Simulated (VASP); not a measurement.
Write the native input for VASP 6.6.1 that does the following.

- Task: single point
- Functional: PBE
- Potentials or basis: VASP PAW PBE potentials, release 64 (Al, N)
- Cutoff: 520 eV
- k mesh: 8 × 8 × 3
- Occupations: gaussian, width 0.05 eV
- Spin: no spin polarisation
- Dipole correction: no
- Further INCAR settings: ALGO = Normal; EDIFF = 1e-07; NBANDS = 26

The structure of AlN lies in POSCAR:

```
AlN
1.0
   -3.1302395629      0.0000000000      0.0000000000
   -1.5651197814     -2.7108669814      0.0000000000
    0.0000000000      0.0000000000     12.0359593112
Al N
4 4
Direct
    0.3333333333      0.3333333333      0.5458379260
    0.3333333333      0.3333333333      0.1289222880
    0.6666666667      0.6666666667      0.7542957451
    0.6666666667      0.6666666667      0.3373801070
    0.3333333333      0.3333333333      0.7049089881
    0.3333333333      0.3333333333      0.2879933500
    0.6666666667      0.6666666667      0.0795355310
    0.6666666667      0.6666666667      0.4964511690
```

The input as run:

INCAR

```
SYSTEM = AlN
PREC = Accurate
ENCUT = 520
EDIFF = 1E-7
ISMEAR = 0
SIGMA = 0.05
LREAL = .False.
LASPH = .True.
NELM = 80
ALGO = Normal
ISIF = 2
LWAVE = .False.
LCHARG = .False.
GGA = PE
NBANDS = 26
```

KPOINTS

```
regular mesh
0
Gamma
  8 8 3
  0 0 0
```

Potentials or basis: VASP PAW PBE potentials, release 64 (Al, N).

The run is started by

```console
$ cat potpaw_PBE.64/Al/POTCAR potpaw_PBE.64/N/POTCAR > POTCAR
$ mpirun -np 1 vasp_std > vasp.out
```

It gave:

```yaml
Pressure: -2.4 GPa
Largest_force: 2.362 eV/Å
Band_gap_on_the_k_mesh: zero (band 16 reaches 5.75 eV, above the bottom of band 17 at 5.63 eV)
```

Caveat: forces of over 1 eV/Å act on the atoms, so gaps and moduli don't describe the material at rest.

Wall time 2.2 min on 1 thread of AMD EPYC 7R13, with other jobs on the host, peak memory 0.2 GiB.
